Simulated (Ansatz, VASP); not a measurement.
**HgTe: VASP beside Ansatz**

The input POSCAR:

```
HgTe
1.0
    0.0000000000      3.1800000000      3.1800000000
    3.1800000000      0.0000000000      3.1800000000
    3.1800000000      3.1800000000      0.0000000000
Hg Te
1 1
Direct
    0.0000000000      0.0000000000      0.0000000000
    0.5000000000      0.5000000000      0.5000000000
```

The input INCAR.step1:

```
PREC = Accurate
ENCUT = 600
EDIFF = 1E-5
ISMEAR = -1
SIGMA = 0.05
LREAL = F
LASPH = T
NELM = 80
ALGO = Normal
LWAVE = T
LCHARG = F
GGA = PE
NBANDS = 16
```

The input INCAR.step2:

```
PREC = Accurate
ENCUT = 600
EDIFF = 1E-7
ISMEAR = -1
SIGMA = 0.05
LREAL = F
LASPH = T
NELM = 80
ALGO = Normal
ISIF = 3
LWAVE = F
LCHARG = F
GGA = PS
LHFCALC = T
AEXX = 0.25
HFSCREEN = 0.207
PRECFOCK = Normal
IBRION = 2
NSW = 60
EDIFFG = -0.01
ISTART = 1
```

KPOINTS

```
Automatic mesh
0
Gamma
  4 4 4
```

The input input:

```
crystal:
  lattice:
    - [0.0, 3.18, 3.18]
    - [3.18, 0.0, 3.18]
    - [3.18, 3.18, 0.0]
  atoms:
    - { symbol: Hg, position: [0.0, 0.0, 0.0] }
    - { symbol: Te, position: [0.5, 0.5, 0.5] }
hamiltonian:
  xc:
    exchange: hjs_pbesol
    correlation: pbesol
    exx: { coeff: 0.25, omega: 0.207 }
  pseudopotentials: { kind: paw }
kpoints:
  mp_grid: { grid: [4, 4, 4] }
scf:
  occupations: { method: fermi_dirac, width: 0.05 }
output:
  forces: true
  stress: true
  eigenvalues: true
relax:
  f_tol: 0.01
  max_steps: 40
  cell: { stress_tol: 0.05 }
```

Alike in both runs: task relaxation of cell and atoms; functional PBEsol-based screened hybrid with a share of 0.25 of exact exchange and HFSCREEN = 0.207; k mesh 4 × 4 × 4; occupations fermi-dirac, width 0.05 eV; no spin polarisation.

|  | VASP | Ansatz |
| --- | --- | --- |
| version | VASP 6.6.1 | Ansatz 0.2.0 |
| potentials or method | VASP PAW PBE potentials, release 64 (Hg, Te) | Ansatz PAW |
| plane-wave cutoff (eV) | 600 | 420 |
| valence electrons in the cell | 18 | 36 |

```tsv
	VASP	Ansatz	Ansatz less VASP
gap on the k mesh at the Fermi level, each at its own relaxed structure (eV)	none	none	-
relaxed volume (Å³/atom)	27.59	27.59	-0.005
relaxed length of the cell vector where the two differ most in proportion (Å)	4.274	4.273	-0.0003
```

VASP's potentials were made for PBE, not for PBEsol-based screened hybrid. A gap of «none» marks a metal or a gap that the smearing closes. VASP's potentials hold 18 valence electrons a cell and Ansatz's 36, so a difference there can come from the potentials and not from the codes.

The k mesh is coarse, so the values compare programs but aren't converged. Spin-orbit coupling is off throughout. Noted on Ansatz's run: the plane-wave basis is chosen anew once the cell has moved, so the energies of steps on either side of that aren't comparable.
